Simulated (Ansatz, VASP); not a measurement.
## Two plane-wave programs on KCl

The input INCAR:

```
PREC = Accurate
ENCUT = 500
EDIFF = 1E-7
ISMEAR = 0
SIGMA = 0.02
LREAL = F
LASPH = T
NELM = 120
ALGO = Normal
ISIF = 3
LWAVE = F
LCHARG = F
GGA = CA
IBRION = 2
NSW = 100
EDIFFG = -0.002
GGA_COMPAT = F
NELMIN = 4
```

KPOINTS

```
Automatic mesh
0
Gamma
  6 6 6
```

Contents of POSCAR:

```
KCl
1.0
    0.0000000000      3.1418713000      3.1418713000
    3.1418713000      0.0000000000      3.1418713000
    3.1418713000      3.1418713000      0.0000000000
K Cl
1 1
Direct
    0.0000000000      0.0000000000      0.0000000000
    0.5000000000      0.5000000000      0.5000000000
```

Input for Ansatz:

```yaml
crystal:
  lattice:
    - [0.0, 3.1418713, 3.1418713]
    - [3.1418713, 0.0, 3.1418713]
    - [3.1418713, 3.1418713, 0.0]
  atoms:
    - { symbol: K, position: [0.0, 0.0, 0.0] }
    - { symbol: Cl, position: [0.5, 0.5, 0.5] }
basis:
  ecutwfc: 420
kpoints:
  mp_grid: { grid: [6, 6, 6] }
hamiltonian:
  xc: lda
  pseudopotentials: { kind: paw }
scf:
  occupations: { method: gaussian, width: 0.02 }
output:
  forces: true
  stress: true
  eigenvalues: true
  write_density: true
  write_potential: true
  elf: true
  volumetric_format: npy
relax:
  adjacent_minimum: "off"
  f_tol: 0.002
  max_steps: 80
  cell: { stress_tol: 0.02 }
```

Alike in both runs: task relaxation of cell and atoms; functional LDA; k mesh 6 × 6 × 6; occupations gaussian, width 0.02 eV; no spin polarisation.

```csv
,VASP,Ansatz
version,VASP 6.6.1,Ansatz 0.2.0
potentials or method,"VASP PAW LDA potentials, release 64 (K_sv, Cl), cutoff 500 eV","scalar-relativistic, plane waves, PAW"
valence electrons in the cell,16,16
```

```tsv
	VASP	Ansatz	Ansatz less VASP
gap on the k mesh at the Fermi level, each at its own relaxed structure (eV)	5.10	5.11	+0.010
relaxed volume (Å³/atom)	28.15	28.05	-0.103
relaxed cell length with the largest relative difference (Å)	4.302	4.297	-0.0052
```

LDA's correlation is that of Perdew and Zunger in VASP and of Perdew and Wang (1992) in Ansatz.
